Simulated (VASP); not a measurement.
EuO:

```
CELL_PARAMETERS angstrom
0.00000 2.57195 2.57195
2.57195 0.00000 2.57195
2.57195 2.57195 0.00000
ATOMIC_POSITIONS crystal
Eu 0.50000 0.50000 0.50000
O 0.00000 0.00000 0.00000
```

Base run:

| Item | Value |
| --- | --- |
| Program | VASP 6.6.1 |
| Functional | PBEsol |
| Potentials or basis | VASP PAW PBE potentials, release 64 (Eu, O) |
| Cutoff | 600 eV |
| k mesh | 8 × 8 × 8 |
| Occupations | gaussian, width 0.05 eV |
| Spin | collinear spin, ferromagnetic start |
| Starting moments | [7.43, 0.0] μB |
| Hubbard terms | Eu f U = 6.0 eV |

Its results: band gap on the k mesh zero (filled and empty bands overlap); pressure -3.7 GPa; net moment 7.00 μB per cell; site moments Eu +6.73; O -0.10 μB.

The run is repeated on the same cell with these changes: functional from PBEsol to LDA. What comes out?

Band gap on the k mesh zero (filled and empty bands overlap); pressure -7.2 GPa; net moment 7.00 μB per cell; site moments Eu +6.74; O -0.08 μB.

LDA binds more tightly than PBEsol, so the same cell stands under less pressure.

Caveats: the cell stands under tension; the PAW data sets were made with another functional, which shifts forces and pressure a little; spin-orbit coupling is left out, which moves the levels of the heavy elements; a cell with one magnetic atom can't hold antiferromagnetic order, which such compounds often take.
